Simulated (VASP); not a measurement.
# C (Fmmm) in VASP: elastic constants with PBEsol

Aim: the elastic constants of C with PBEsol.

Everything below comes from runs of VASP 6.6.1. Logs are shortened: lines on timing, memory, paths and dates and some standing lists are left out, and cuts for length are marked.

**1. The cell of the first run**

Symmetry: Fmmm, No. 69, orthorhombic system. The conventional cell has a = 2.459 Å, b = 4.259 Å, c = 7.411 Å, α = 90.00°, β = 90.00°, γ = 90.00°. C (site symmetry m2m) has 3 C at 1.42 Å within 1.9 Å.

**2. Elastic constants, PBEsol**

INCAR

```
PREC = Accurate ; ENCUT = 600
EDIFF = 1E-8 ; ISMEAR = 0
SIGMA = 0.01 ; LREAL = False
LASPH = True ; NELM = 100
ALGO = Normal ; ISIF = 3
LWAVE = False ; LCHARG = True
GGA = PS ; NBANDS = 11
IBRION = 6 ; NFREE = 2
POTIM = 0.015 ; NSW = 1
```

KPOINTS

```
regular mesh
0
Gamma
  14 14 14
```

POSCAR

```
C
1.0
    0.0000000000      2.1293892724      3.7057180109
    1.2294162340      0.0000000000      3.7057180109
    1.2294162340      2.1293892724      0.0000000000
C
2
Direct
    0.1666953869      0.8333046131      0.1666953869
    0.8333046131      0.1666953869      0.8333046131
```

Potentials or basis: VASP PAW PBE potentials, release 64 (C).

Started as:

```
cat potpaw_PBE.64/C/POTCAR > POTCAR
mpirun -np 1 vasp_std > vasp.out
```

OUTCAR:

```text
PREC = Accurate
   ENCUT = 600
   EDIFF = 1E-8
   ISMEAR = 0
   LREAL = False
   LASPH = True
   NELM = 100
   ISIF = 3
   GGA = PS
   IBRION = 6
   NFREE = 2
   POTIM = 0.015
   NSW = 1

 ion  position               nearest neighbor table
   1  0.167  0.833  0.167-   2 1.42   2 1.42   2 1.42
   2  0.833  0.167  0.833-   1 1.42   1 1.42   1 1.42

  LATTYP: Found a face centered orthorhombic cell.
 ALAT       =     2.4588324680
 B/A-ratio  =     1.7320328246
 C/A-ratio  =     3.0142094341

  Lattice vectors:

 A1 = (   0.0000000000,   2.1293892724,   3.7057180109)
 A2 = (   1.2294162340,   0.0000000000,   3.7057180109)
 A3 = (   1.2294162340,   2.1293892724,   0.0000000000)

Analysis of symmetry for initial positions (statically):
=====================================================================
 Subroutine PRICEL returns:
 Original cell was already a primitive cell.

 Routine SETGRP: Setting up the symmetry group for a
 face centered orthorhombic supercell.

 Subroutine GETGRP returns: Found  8 space group operations
 (whereof  8 operations were pure point group operations)
 out of a pool of  8 trial point group operations.

The static configuration has the point symmetry D_2h.

Analysis of symmetry for dynamics (positions and initial velocities):
=====================================================================
 Subroutine PRICEL returns:
 Original cell was already a primitive cell.

 Routine SETGRP: Setting up the symmetry group for a
 face centered orthorhombic supercell.

 Subroutine GETGRP returns: Found  8 space group operations
 (whereof  8 operations were pure point group operations)
 out of a pool of  8 trial point group operations.

The dynamic configuration has the point symmetry D_2h.

 Subroutine INISYM returns: Found  8 space group operations
 (whereof  8 operations are pure point group operations),
[... 679 lines left out ...]
     11      27.3872      0.00000

 [... further k-points ...]
[... 5 lines left out ...]
  --------------------------------------------------------------------------------------
  -------------------------------------------------------------------------------------
  Total        0.0599265      0.0598162     -0.0381174      0.0000000      0.0004272      0.0000000
  in kB        4.9484935      4.9393870     -3.1475820      0.0000000      0.0352739      0.0000000
  external PRESSURE =       2.2467662 kB  Pullay stress =       0.0000000 kB
[... 17 lines left out ...]
  FREE ENERGIE OF THE ION-ELECTRON SYSTEM (eV)
  ---------------------------------------------------
  free  energy   TOTEN  =       -19.2923958931 eV

  energy  without entropy=      -19.2923958931  energy(sigma->0) =      -19.29239589

 INTERNAL STRAIN TENSORS FROM STRAINED CELLS
 ============================================

 INTERNAL STRAIN TENSOR FOR ION    1 for displacements in x,y,z  (eV/Angst):
          X           Y           Z          XY          YZ          ZX
  --------------------------------------------------------------------------------
  x     0.00000     0.00000     0.00000    13.35949     0.00000     0.00000
  y    13.53540   -13.46182    -0.14878     0.00053    -0.00016    -0.00029
  z     0.00000     0.00000     0.00000     0.00000    -0.03038     0.00000

 INTERNAL STRAIN TENSORS FROM DISPLACED ATOMS
 ============================================

 INTERNAL STRAIN TENSOR FOR ION    1 for displacements in x,y,z  (eV/Angst):
          X           Y           Z          XY          YZ          ZX
  --------------------------------------------------------------------------------
  x     0.00000     0.00000     0.00000    13.37329     0.00000     0.00000
  y    13.49177   -13.38857    -0.14372     0.00000     0.00000     0.00000
  z     0.00000     0.00000     0.00000     0.00000    -0.02906     0.00000

 INTERNAL STRAIN TENSOR FOR ION    2 for displacements in x,y,z  (eV/Angst):
          X           Y           Z          XY          YZ          ZX
  --------------------------------------------------------------------------------
  x     0.00000     0.00000     0.00000   -13.37329     0.00000     0.00000
  y   -13.49177    13.38857     0.14372     0.00000     0.00000     0.00000
  z     0.00000     0.00000     0.00000     0.00000     0.02906     0.00000

 Eigenvectors and eigenvalues of the dynamical matrix
 ----------------------------------------------------

   1 f  =   47.707906 THz   299.757613 2PiTHz 1591.364445 cm-1   197.303956 meV
             X         Y         Z           dx          dy          dz
      1.229416  0.709919  3.705718     0.000000   -0.707107   -0.000000
      1.229416  3.548860  3.705718     0.000000    0.707107    0.000000
[... 11 lines left out ...]
   4 f  =    0.000000 THz     0.000000 2PiTHz    0.000000 cm-1     0.000000 meV
             X         Y         Z           dx          dy          dz
      1.229416  0.709919  3.705718    -0.707107    0.000000    0.000000
      1.229416  3.548860  3.705718    -0.707107    0.000000    0.000000

   5 f/i=    0.000000 THz     0.000001 2PiTHz    0.000005 cm-1     0.000001 meV
             X         Y         Z           dx          dy          dz
      1.229416  0.709919  3.705718     0.000000   -0.601501    0.371748
      1.229416  3.548860  3.705718     0.000000   -0.601501    0.371748

   6 f/i=    0.000000 THz     0.000002 2PiTHz    0.000013 cm-1     0.000002 meV
             X         Y         Z           dx          dy          dz
      1.229416  0.709919  3.705718     0.000000    0.371748    0.601501
      1.229416  3.548860  3.705718     0.000000    0.371748    0.601501

--------------------------------------------------------------------------------------------------------

 ELASTIC MODULI CONTR FROM IONIC RELAXATION (kBar)
 Direction    XX          YY          ZZ          XY          YZ          ZX
 --------------------------------------------------------------------------------
 XX        -268.7594    266.7036      2.8630      0.0000      0.0000      0.0000
 YY         266.7036   -264.6636     -2.8411     -0.0000      0.0000      0.0000
 ZZ           2.8630     -2.8411     -0.0305     -0.0000      0.0000      0.0000
 XY           0.0000     -0.0000     -0.0000   -264.4708      0.0000      0.0000
 YZ           0.0000      0.0000      0.0000      0.0000     -0.0042      0.0000
 ZX           0.0000      0.0000      0.0000      0.0000      0.0000      0.0000
 --------------------------------------------------------------------------------

 TOTAL ELASTIC MODULI (kBar)
 Direction    XX          YY          ZZ          XY          YZ          ZX
 --------------------------------------------------------------------------------
 XX        9646.7301   1764.6341    -18.4225      0.0000      0.0000      0.0000
 YY        1764.6341   9646.1621    -20.9922      0.0000      0.0000      0.0000
 ZZ         -18.4225    -20.9922     54.2512      0.0000      0.0000      0.0000
 XY           0.0000      0.0000      0.0000   3933.3660      0.0000      0.0000
 YZ           0.0000      0.0000      0.0000      0.0000    -19.8386     -0.0000
 ZX           0.0000      0.0000      0.0000      0.0000     -0.0000     25.6483
 --------------------------------------------------------------------------------
```

Wall time 24 min (1 thread of AMD EPYC 9R45 (Zen 5), shared host); peak memory 0.4 GiB.

Results:

| Quantity | Value |
| --- | --- |
| Voigt bulk modulus | 253 GPa |
| Highest phonon frequency at Γ | 1591 cm⁻¹ |

Phonon frequencies in cm⁻¹ (negative: imaginary):
| q point | frequencies |
| --- | --- |
| (0.000, 0.000, 0.000) | 0 0 0 872 1590 1591 |

Elastic tensor in Voigt notation (GPa, in the Cartesian axes of the cell as first typed):
```
965 176  -2   0   0   0
176 965  -2   0   0   0
 -2  -2   5   0   0   0
  0   0   0  -2   0   0
  0   0   0   0   3   0
  0   0   0   0   0 393
```

Clamped-ion elastic tensor (GPa):
```
992 150  -2   0   0   0
150 991  -2   0   0   0
 -2  -2   5   0   0   0
  0   0   0  -2   0   0
  0   0   0   0   3   0
  0   0   0   0   0 420
```

Caveat: the elastic tensor has a negative eigenvalue, so either the cell is unstable as it stands or the mesh is too thin; this functional lacks dispersion, which binds layers or chains, so the pressure and a relaxed spacing across them are unreliable; the PAW data sets were made with another functional, which shifts forces and pressure a little.
